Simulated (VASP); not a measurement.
A run of VASP 6.6.1 is set up as follows.

Contents of INCAR:

```
ALGO = Normal ; EDIFF = 1E-6
ENCUT = 700 ; GGA = PE
GGA_COMPAT = F ; ISIF = 2
ISMEAR = 0 ; LASPH = T
LCHARG = T ; LELF = T
LMAXMIX = 6 ; LREAL = F
LVHAR = T ; LWAVE = F
NBANDS = 39 ; NELM = 200
PREC = Accurate ; SIGMA = 0.1
```

File KPOINTS:

```
k-points
0
Gamma
  8 8 6
```

POSCAR

```
LaTaO
1.0
    4.5530787938      0.0000000000      0.0000000000
    0.0000000000      4.5530787938      0.0000000000
    0.0000000000      0.0000000000      5.9898192096
La Ta O
2 2 2
Direct
    0.0000000000      0.0000000000      0.0000000000
    0.5000000000      0.5000000000      0.0000000000
    0.5000000000      0.0000000000      0.5340324625
    0.0000000000      0.5000000000      0.4659675375
    0.5000000000      0.0000000000      0.8630614024
    0.0000000000      0.5000000000      0.1369385976
```

Potentials or basis: VASP PAW PBE potentials, release 64 (La, Ta_sv_GW, O).

Launch:

```console
$ cat potpaw_PBE.64/La/POTCAR potpaw_PBE.64/Ta_sv_GW/POTCAR potpaw_PBE.64/O/POTCAR > POTCAR
$ mpirun -np 1 vasp_std > vasp.out
```

(1) Estimate the pressure.

(2) Predict the band gap on the k mesh.

(3) Predict the largest force.

Results:

(1) -0.2 GPa.

(2) zero (bands 30 and 31 overlap by 0.87 eV).

(3) 0.066 eV/Å.

Caveat: spin-orbit coupling is left out, which moves the levels of the heavy elements.
